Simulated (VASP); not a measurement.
Re, 1 atom in the cell. The structure is cubic, space group Im-3m (No. 229). Conventional cell: a = 3.071 Å, b = 3.071 Å, c = 3.071 Å, α = 90.00°, β = 90.00°, γ = 90.00°. Within 3.5 Å of Re (site symmetry m-3m) lie 14 Re at 2.66 to 3.07 Å. This isn't the form of Re at room conditions, which is hcp.

- Program: VASP 6.6.1
- Task: single point
- Functional: LDA
- Potentials or basis: VASP PAW LDA potentials, release 64 (Re_sv_GW)
- Cutoff: 560 eV
- k mesh: 19 × 19 × 19
- Occupations: fermi-dirac, width 0.1 eV
- Spin: no spin polarisation
- Dipole correction: no
- Further INCAR settings: ALGO = Normal; EDIFF = 1e-06; NBANDS = 14

Potentials or basis: VASP PAW LDA potentials, release 64 (Re_sv_GW).

The run is started by

```console
$ cat potpaw_LDA.64/Re_sv_GW/POTCAR > POTCAR
$ mpirun -np 1 vasp_std > vasp.out
```

Hardware: 1 thread of AMD EPYC 7R13 Processor (Zen 3), on a shared host.

Problem. How long does it take, and how much memory?

Solution. Wall time 42 s on 1 thread of AMD EPYC 7R13 Processor (Zen 3), with other jobs on the host, peak memory 0.14 GiB. Counts: scf iterations 12, k points 220.
